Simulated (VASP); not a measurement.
# Mg in VASP: further runs, part 2 of 2

VASP 6.6.1. The steps go on from the part before.

**3. Electric field gradients, PBEsol (volume scaled by 0.94)**

Input file INCAR:

```
SYSTEM = Mg
PREC = Accurate
ENCUT = 520
EDIFF = 1E-8
ISMEAR = -1
SIGMA = 0.05
LREAL = .False.
LASPH = .True.
NELM = 80
ALGO = Normal
ISIF = 2
LWAVE = .False.
LCHARG = .False.
GGA = PS
LEFG = .True.
NBANDS = 7
```

Input file KPOINTS:

```
Automatic mesh
0
Gamma
  16 16 16
  0 0 0
```

Input file POSCAR:

```
Mg
1.0
   -1.4463588895      1.4463588895      1.4463588895
    1.4463588895     -1.4463588895      1.4463588895
    1.4463588895      1.4463588895     -1.4463588895
Mg
1
Direct
    0.0000000000      0.0000000000      0.0000000000
```

Potentials or basis: VASP PAW PBE potentials, release 64 (Mg).

Run with:

```bash
cat potpaw_PBE.64/Mg/POTCAR > POTCAR
mpirun -np 1 vasp_std > vasp.out
```

OUTCAR:

```text
SYSTEM = Mg
   PREC = Accurate
   ENCUT = 520
   EDIFF = 1E-8
   ISMEAR = -1
   LREAL = .False.
   LASPH = .True.
   NELM = 80
   ISIF = 2
   GGA = PS

 ion  position               nearest neighbor table
   1  0.000  0.000  0.000-

  LATTYP: Found a body centered cubic cell.
 ALAT       =     2.8927177790

  Lattice vectors:

 A1 = (  -1.4463588895,   1.4463588895,   1.4463588895)
 A2 = (   1.4463588895,  -1.4463588895,   1.4463588895)
 A3 = (   1.4463588895,   1.4463588895,  -1.4463588895)

Analysis of symmetry for initial positions (statically):
=====================================================================
 Subroutine PRICEL returns:
 Original cell was already a primitive cell.

 Routine SETGRP: Setting up the symmetry group for a
 body centered cubic supercell.

 Subroutine GETGRP returns: Found 48 space group operations
 (whereof 48 operations were pure point group operations)
 out of a pool of 48 trial point group operations.

The static configuration has the point symmetry O_h .

Analysis of symmetry for dynamics (positions and initial velocities):
=====================================================================
 Subroutine PRICEL returns:
 Original cell was already a primitive cell.

 Routine SETGRP: Setting up the symmetry group for a
 body centered cubic supercell.

 Subroutine GETGRP returns: Found 48 space group operations
 (whereof 48 operations were pure point group operations)
 out of a pool of 48 trial point group operations.

The dynamic configuration has the point symmetry O_h .

 Subroutine INISYM returns: Found 48 space group operations
[... 151 lines left out ...]
      1      -3.1432      2.00000
      2      24.9839      0.00000
      3      24.9839      0.00000
      4      24.9839      0.00000
      5      27.8559      0.00000
      6      27.8559      0.00000
      7      29.7077      0.00000
[... 221 lines left out ...]
 k-point    24 :       0.2500    0.1875    0.0000
  band No.  band energies     occupation
      1       1.8594      2.00000
      2      11.3738      0.00000
      3      14.3750      0.00000
      4      21.5854      0.00000
      5      25.3956      0.00000
      6      29.2170      0.00000
      7      32.3988      0.00000

 [... further k-points ...]

------------------------ aborting loop because EDIFF is reached ----------------------------------------

  FORCE on cell =-STRESS in cart. coord.  units (eV):
  Direction    XX          YY          ZZ          XY          YZ          ZX
  --------------------------------------------------------------------------------------
  -------------------------------------------------------------------------------------
  Total        5.8140797      5.8140797      5.8140797      0.0000000      0.0000000      0.0000000
  in kB      769.6678793    769.6678793    769.6678793      0.0000000      0.0000000      0.0000000
  external PRESSURE =     769.6678793 kB  Pullay stress =       0.0000000 kB

 VOLUME and BASIS-vectors are now :
 -----------------------------------------------------------------------------
  energy-cutoff  :      520.00
  volume of cell :       12.10
      direct lattice vectors                 reciprocal lattice vectors
    -1.446358889  1.446358889  1.446358889     0.000000000  0.345695666  0.345695666
     1.446358889 -1.446358889  1.446358889     0.345695666  0.000000000  0.345695666
     1.446358889  1.446358889 -1.446358889     0.345695666  0.345695666  0.000000000

 POSITION                                       TOTAL-FORCE (eV/Angst)
 -----------------------------------------------------------------------------------
      0.00000      0.00000      0.00000        -0.000000     -0.000000     -0.000000
 -----------------------------------------------------------------------------------
    total drift:                                0.000000      0.000000      0.000000

  FREE ENERGIE OF THE ION-ELECTRON SYSTEM (eV)
  ---------------------------------------------------
  free  energy   TOTEN  =        -0.2048113603 eV

  energy  without entropy=       -0.2026274542  energy(sigma->0) =       -0.20371941

 Electric field gradients (V/A^2)
---------------------------------------------------------------------
 ion       V_xx      V_yy      V_zz      V_xy      V_xz      V_yz
---------------------------------------------------------------------
   1      -0.000    -0.000    -0.000     0.000     0.000     0.000
---------------------------------------------------------------------

 Electric field gradients after diagonalization (V/A^2)
 (convention: |V_zz| > |V_xx| > |V_yy|)
----------------------------------------------------------------------
 ion       V_xx      V_yy      V_zz     asymmetry (V_yy - V_xx)/ V_zz
----------------------------------------------------------------------
   1      -0.000    -0.000     0.000       0.000
----------------------------------------------------------------------

           NMR quadrupolar parameters

 Cq : quadrupolar parameter    Cq=e*Q*V_zz/h
 eta: asymmetry parameters     (V_yy - V_xx)/ V_zz
 Q  : nuclear electric quadrupole moment in mb (millibarn)
----------------------------------------------------------------------
 ion       Cq(MHz)       eta       Q (mb)
----------------------------------------------------------------------
   1       0.000       0.000       1.000
----------------------------------------------------------------------
```

Wall time 9.9 s (1 thread of Intel Xeon 6975P-C, shared host); peak memory 0.13 GiB.

What came out:

```yaml
Free_energy: -0.2048 eV
Pressure: 77.0 GPa
Band_gap_on_the_k_mesh: zero (band 1 reaches 10.89 eV, above the bottom of band 2 at 6.10 eV)
```

Levels at points of the mesh, in eV from the Fermi level:
| k point | band 1 | band 2 | band 3 | band 4 | band 5 |
| --- | --- | --- | --- | --- | --- |
| (0.00, 0.00, 0.00) | -10.17 | 17.96 | 17.96 | 17.96 | 20.83 |
| (0.50, 0.00, 0.00) | -2.38 | -0.93 | 11.10 | 15.22 | 15.89 |
| (0.50, 0.50, 0.50) | 3.86 | 3.86 | 6.52 | 6.52 | 6.52 |

Caveat: without QUAD_EFG the Cq values of the log hold for a quadrupole moment of 1 mb, not for the nuclei; the PAW data sets were made with another functional, which shifts forces and pressure a little.

**4. Electric field gradients, PBEsol (zz strain of +2 %)**

Input file INCAR:

```
ALGO = Normal
EDIFF = 1E-8
ENCUT = 520
GGA = PS
ISIF = 2
ISMEAR = -1
LASPH = T
LCHARG = F
LEFG = T
LREAL = F
LWAVE = F
NBANDS = 7
NELM = 80
PREC = Accurate
SIGMA = 0.05
```

Input file KPOINTS:

```
k-points
0
Gamma
  16 16 16
```

Input file POSCAR:

```
Mg
1.0
   -1.4765000000      1.4765000000      1.5060300000
    1.4765000000     -1.4765000000      1.5060300000
    1.4765000000      1.4765000000     -1.5060300000
Mg
1
Direct
    0.0000000000      0.0000000000      0.0000000000
```

Potentials or basis: VASP PAW PBE potentials, release 64 (Mg).

Run with:

```bash
cat potpaw_PBE.64/Mg/POTCAR > POTCAR
mpirun -np 1 vasp_std > vasp.out
```

OUTCAR:

```text
EDIFF = 1E-8
   ENCUT = 520
   GGA = PS
   ISIF = 2
   ISMEAR = -1
   LASPH = T
   LREAL = F
   NELM = 80
   PREC = Accurate

 ion  position               nearest neighbor table
   1  0.000  0.000  0.000-

  LATTYP: Found a body centered tetragonal cell.
 ALAT       =     2.9530000000
 C/A-ratio  =     1.0200000000

  Lattice vectors:

 A1 = (  -1.4765000000,   1.4765000000,   1.5060300000)
[... 445 lines left out ...]
 -----------------------------------------------------------------------------------
    total drift:                                0.000000     -0.000000     -0.000000

  FREE ENERGIE OF THE ION-ELECTRON SYSTEM (eV)
  ---------------------------------------------------
  free  energy   TOTEN  =        -0.6314413439 eV

  energy  without entropy=       -0.6290346000  energy(sigma->0) =       -0.63023797

 Electric field gradients (V/A^2)
---------------------------------------------------------------------
 ion       V_xx      V_yy      V_zz      V_xy      V_xz      V_yz
---------------------------------------------------------------------
   1      -0.623    -0.623     1.246    -0.000    -0.000    -0.000
---------------------------------------------------------------------

 Electric field gradients after diagonalization (V/A^2)
 (convention: |V_zz| > |V_xx| > |V_yy|)
----------------------------------------------------------------------
 ion       V_xx      V_yy      V_zz     asymmetry (V_yy - V_xx)/ V_zz
----------------------------------------------------------------------
   1      -0.623    -0.623     1.246       0.000
----------------------------------------------------------------------

           NMR quadrupolar parameters

 Cq : quadrupolar parameter    Cq=e*Q*V_zz/h
 eta: asymmetry parameters     (V_yy - V_xx)/ V_zz
 Q  : nuclear electric quadrupole moment in mb (millibarn)
----------------------------------------------------------------------
 ion       Cq(MHz)       eta       Q (mb)
----------------------------------------------------------------------
   1       0.003       0.000       1.000
----------------------------------------------------------------------
```

stdout:

```text
POSCAR found type information on POSCAR Mg
 POSCAR found :  1 types and       1 ions
 scaLAPACK will be used
 -----------------------------------------------------------------------------
|                                                                             |
|                                                                             |
|     You enforced a specific xc type in the INCAR file but a different       |
|     I HOPE YOU KNOW WHAT YOU ARE DOING!                                     |
|                                                                             |
 -----------------------------------------------------------------------------

 LDA part: xc-table for (Slater+PW92), standard interpolation
 POSCAR, INCAR and KPOINTS ok, starting setup
 FFT: planning ... GRIDC
 FFT: planning ... GRID_SOFT
 FFT: planning ... GRID
 WAVECAR not read
 entering main loop
ion   1
```

Wall time 57 s (1 thread of AMD EPYC 7R13, shared host); peak memory 0.12 GiB.

What came out:

| Item | Value |
| --- | --- |
| Free energy | -0.6314 eV |
| Pressure | 57.0 GPa |
| Band gap on the k mesh | zero (band 1 reaches 10.10 eV, above the bottom of band 2 at 5.36 eV) |

Levels at points of the mesh, in eV from the Fermi level:
| k point | band 1 | band 2 | band 3 | band 4 | band 5 | band 6 |
| --- | --- | --- | --- | --- | --- | --- |
| (0.00, 0.00, 0.00) | -9.72 | 17.06 | 17.06 | 17.63 | 19.67 | 20.30 |
| (0.50, 0.00, 0.00) | -2.35 | -0.97 | 10.93 | 14.63 | 15.01 | 17.21 |
| (0.50, 0.50, 0.00) | -2.20 | -0.82 | 10.43 | 14.16 | 14.49 | 17.23 |
| (0.50, 0.50, 0.50) | 3.77 | 4.07 | 5.60 | 6.29 | 6.29 | 15.32 |

Electric field gradients, principal values (V/Å²):
```
atom   least  middle  greatest (by size)
1 Mg  -0.623  -0.623               1.246
```

Caveat: the cell differs from its parent crystal (zz strain of +2 %); without QUAD_EFG the Cq values of the log hold for a quadrupole moment of 1 mb, not for the nuclei; the PAW data sets were made with another functional, which shifts forces and pressure a little.

**5. The runs side by side**

| cell | gap on the mesh (eV) | pressure (GPa) |
| --- | --- | --- |
| a = 2.557 Å, angles 109.5°, 1 atom | none | 61.4 |
| a = 2.505 Å, angles 109.5°, 1 atom | none | 77.0 |
| a = 2.575 Å, angles 110.0, 110.0, 108.4°, 1 atom | none | 57.0 |

Alike in all rows: task electric field gradients; level PBEsol; potentials or basis VASP PAW PBE potentials, release 64 (Mg); no spin polarisation; k mesh 16 × 16 × 16; cutoff (eV) 520; smearing fermi-dirac 0.05 eV.

Caveats: the PAW data sets were made with another functional, which shifts forces and pressure a little.

Absolute energies hang on the potentials; compare differences alone.
